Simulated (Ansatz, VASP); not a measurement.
# Sn3Mo2: VASP beside Ansatz

Contents of INCAR:

```
SYSTEM = Sn3Mo2
ALGO = Fast ; EDIFF = 1E-6
ENCUT = 520 ; GGA = PE
ISIF = 2 ; ISMEAR = 0
ISPIN = 2 ; LASPH = .True.
LCHARG = .True. ; LELF = .True.
LMAXMIX = 4 ; LORBIT = 11
LREAL = .False. ; LVHAR = .True.
LWAVE = .False. ; MAGMOM = 0 0 0 1 1
NBANDS = 47 ; NELM = 150
PREC = Accurate ; SIGMA = 0.1
```

The input KPOINTS:

```
k-points
0
Gamma
  4 4 4
  0 0 0
```

File POSCAR:

```
Sn3Mo2
1.0
    5.1423880555      0.0000000000      0.0000000000
    0.0000000000      5.1423880555      0.0000000000
    0.0000000000      0.0000000000      5.1423880555
Sn Mo
3 2
Direct
    0.0000000000      0.5000000000      0.5000000000
    0.5000000000      0.0000000000      0.5000000000
    0.5000000000      0.5000000000      0.0000000000
    0.0000000000      0.0000000000      0.0000000000
    0.5000000000      0.5000000000      0.5000000000
```

Input for Ansatz:

```yaml
crystal:
  lattice:
    - [5.1423880555, 0.0, 0.0]
    - [0.0, 5.1423880555, 0.0]
    - [0.0, 0.0, 5.1423880555]
  atoms:
    - { symbol: Sn, position: [0.0, 0.5, 0.5] }
    - { symbol: Sn, position: [0.5, 0.0, 0.5] }
    - { symbol: Sn, position: [0.5, 0.5, 0.0] }
    - { symbol: Mo, position: [0.0, 0.0, 0.0], spin: 1.0 }
    - { symbol: Mo, position: [0.5, 0.5, 0.5], spin: 1.0 }
basis:
  ecutwfc: 420
kpoints:
  mp_grid: { grid: [4, 4, 4] }
hamiltonian:
  xc: pbe
scf:
  occupations: { method: gaussian, width: 0.1 }
  lower_state_search: "off"
output:
  forces: true
  stress: true
  eigenvalues: true
  populations: true
magnetization:
  spin_polarized: true
```

Alike in both runs: task single point; functional PBE; k mesh 4 × 4 × 4; occupations gaussian, width 0.1 eV; collinear spin.

|  | VASP | Ansatz |
| --- | --- | --- |
| version | VASP 6.6.1 | Ansatz 0.2.0 |
| potentials or method | VASP PAW PBE potentials, release 64 (Sn_d, Mo_sv), cutoff 520 eV | scalar-relativistic, plane waves, PAW |
| valence electrons in the cell | 70 | 70 |

```csv
,VASP,Ansatz,Ansatz less VASP
gap on the k mesh at the Fermi level (eV),none,none,-
pressure (GPa),3.8,3.8,-0.04
net moment per atom (μB),1.05,1.05,0.000
size of the moment on the site where the two differ most (μB),3.71,4.14,+0.431
```

Site moments also hang on the region over which each program counts them. A gap of «none» marks a metal or a gap that the smearing closes.
